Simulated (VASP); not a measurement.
Input of a VASP 6.6.1 run:

The input POSCAR:

```
ZnSe
1.0
    0.0000000000      2.8193172663      2.8193172663
    2.8193172663      0.0000000000      2.8193172663
    2.8193172663      2.8193172663      0.0000000000
Zn Se
1 1
Direct
    0.0000000000      0.0000000000      0.0000000000
    0.7500000000      0.7500000000      0.7500000000
```

Contents of INCAR.step1:

```
ALGO = Normal
EDIFF = 1E-4
ENCUT = 520
GGA = PE
ISMEAR = -1
LASPH = T
LCHARG = F
LREAL = F
LWAVE = T
NBANDS = 16
NELM = 100
PREC = Accurate
SIGMA = 0.03
```

INCAR.step2

```
ALGO = Normal
BPARAM = 11.95
CPARAM = 0.0093
EDIFF = 1E-6
ENCUT = 520
ISIF = 2
ISMEAR = -1
ISTART = 1
IVDW_NL = 2
LASPH = T
LCHARG = F
LMIXTAU = T
LREAL = F
LUSE_VDW = T
LWAVE = F
METAGGA = R2SCAN
NBANDS = 16
NELM = 100
PREC = Accurate
SIGMA = 0.03
```

The input KPOINTS:

```
k-points
0
Gamma
  8 8 8
```

Potentials or basis: VASP PAW PBE potentials, release 64 (Zn, Se).

Run with:

```sh
$ cat potpaw_PBE.64/Zn/POTCAR potpaw_PBE.64/Se/POTCAR > POTCAR
$ cp INCAR.step1 INCAR
$ mpirun -np 1 vasp_std > vasp.out
$ cp INCAR.step2 INCAR
$ mpirun -np 1 vasp_std > vasp.out
```

**Question.** What does it give for the pressure?

**Answer.** 0.3 GPa.

**Question.** Estimate the band gap on the k mesh.

**Answer.** 1.89 eV, direct.

Caveat: the PAW data sets were made with another functional, which shifts forces and pressure a little. r2SCAN opens gaps a little over a GGA but as a rule still falls short of measured ones.
